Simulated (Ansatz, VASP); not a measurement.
Ta3AsAu2O13: VASP beside Ansatz

INCAR

```
PREC     = Accurate       # precision mode
ENCUT    = 520            # plane-wave cutoff, eV
EDIFF    = 1E-6           # SCF threshold, eV
ISMEAR   = -1             # smearing method
SIGMA    = 0.05           # smearing width, eV
LREAL    = Auto         
LASPH    = True           # aspherical terms in the spheres
NELM     = 60             # most SCF steps
ALGO     = Normal         # electronic algorithm
ISIF     = 2              # what is computed and relaxed
LWAVE    = False          # write WAVECAR
LCHARG   = False          # write CHGCAR
GGA      = RP             # functional
NBANDS   = 84             # bands
```

Contents of KPOINTS:

```
regular mesh
0
Gamma
  4 4 2
```

POSCAR

```
Ta3AsAu2O13
1.0
    5.4520400000      0.0000000000      0.0000000000
   -2.7260200000      4.7216100000      0.0000000000
    0.0000000000      0.0000000000      9.5790200000
Ta As Au O
3 1 2 13
Direct
    0.0000000000      0.0000000000      0.1940800000
    0.0000000000      0.0000000000      0.8059200000
    0.6666700000      0.3333300000      0.0000000000
    0.0000000000      0.0000000000      0.5000000000
    0.3333300000      0.6666700000      0.2742800000
    0.3333300000      0.6666700000      0.7257200000
    0.0000000000      0.0000000000      0.0000000000
    0.2394700000      0.9712900000      0.3640200000
    0.0287100000      0.2681800000      0.3640200000
    0.7318200000      0.7605300000      0.3640200000
    0.2394700000      0.9712900000      0.6359800000
    0.0287100000      0.2681800000      0.6359800000
    0.7318200000      0.7605300000      0.6359800000
    0.3845200000      0.3342500000      0.8584400000
    0.6657500000      0.0502600000      0.8584400000
    0.9497400000      0.6154800000      0.8584400000
    0.3845200000      0.3342500000      0.1415600000
    0.6657500000      0.0502600000      0.1415600000
    0.9497400000      0.6154800000      0.1415600000
```

File input.yaml:

```yaml
crystal:
  lattice:
    - [5.45204, 0.0, 0.0]
    - [-2.72602, 4.72161, 0.0]
    - [0.0, 0.0, 9.57902]
  atoms:
    - { symbol: Ta, position: [0.0, 0.0, 0.19408] }
    - { symbol: Ta, position: [0.0, 0.0, 0.80592] }
    - { symbol: Ta, position: [0.66667, 0.33333, 0.0] }
    - { symbol: As, position: [0.0, 0.0, 0.5] }
    - { symbol: Au, position: [0.33333, 0.66667, 0.27428] }
    - { symbol: Au, position: [0.33333, 0.66667, 0.72572] }
    - { symbol: O, position: [0.0, 0.0, 0.0] }
    - { symbol: O, position: [0.23947, 0.97129, 0.36402] }
    - { symbol: O, position: [0.02871, 0.26818, 0.36402] }
    - { symbol: O, position: [0.73182, 0.76053, 0.36402] }
    - { symbol: O, position: [0.23947, 0.97129, 0.63598] }
    - { symbol: O, position: [0.02871, 0.26818, 0.63598] }
    - { symbol: O, position: [0.73182, 0.76053, 0.63598] }
    - { symbol: O, position: [0.38452, 0.33425, 0.85844] }
    - { symbol: O, position: [0.66575, 0.05026, 0.85844] }
    - { symbol: O, position: [0.94974, 0.61548, 0.85844] }
    - { symbol: O, position: [0.38452, 0.33425, 0.14156] }
    - { symbol: O, position: [0.66575, 0.05026, 0.14156] }
    - { symbol: O, position: [0.94974, 0.61548, 0.14156] }
kpoints:
  mp_grid: { grid: [4, 4, 2] }
  band_path:
    path:
      - [0.0, 0.0, 0.0]
      - [0.5, 0.0, 0.0]
      - [0.3333333333, 0.3333333333, 0.0]
      - [0.0, 0.0, 0.0]
      - [0.0, 0.0, 0.5]
      - [0.5, 0.0, 0.5]
      - [0.3333333333, 0.3333333333, 0.5]
      - [0.0, 0.0, 0.5]
    npoints: 12
scf:
  occupations: { method: fermi_dirac, width: 0.05 }
hamiltonian:
  xc: rpbe
  pseudopotentials: { kind: all_electron, lapw: { basis_error: 0.003 } }
output:
  forces: true
  stress: true
  eigenvalues: true
```

Alike in both runs: functional RPBE; k mesh 4 × 4 × 2; occupations fermi-dirac, width 0.05 eV; no spin polarisation.

|  | VASP | Ansatz |
| --- | --- | --- |
| version | VASP 6.6.1 | Ansatz 0.2.0 |
| potentials or method | VASP PAW PBE potentials, release 64 (Ta_pv, As, Au, O), cutoff 520 eV | all-electron LAPW, scalar-relativistic |
| task | single point | band structure |

VASP gave:

* gap on the k mesh at the Fermi level (eV): none
* pressure (GPa): 4.3
* traceless stress, the component that is largest in VASP (GPa): 0.40
* rms of the force components (eV/Å): 0.122

Task: Estimate Ansatz's values.

Result: gap on the k mesh at the Fermi level (eV): none; pressure (GPa): 3.8; traceless stress, the component that is largest in VASP (GPa): 0.08; rms of the force components (eV/Å): 0.101.

VASP's potentials were made for PBE, not for RPBE. Atom by atom the forces differ by 0.031 eV/Å (rms over components). A gap of «none» marks a metal or a gap that the smearing closes. Ansatz ran all-electron here, and VASP with PAW potentials.

Spin-orbit coupling is off throughout. Noted on Ansatz's run: the k mesh is thin for a metal, which can move the energy by tens of meV per atom.
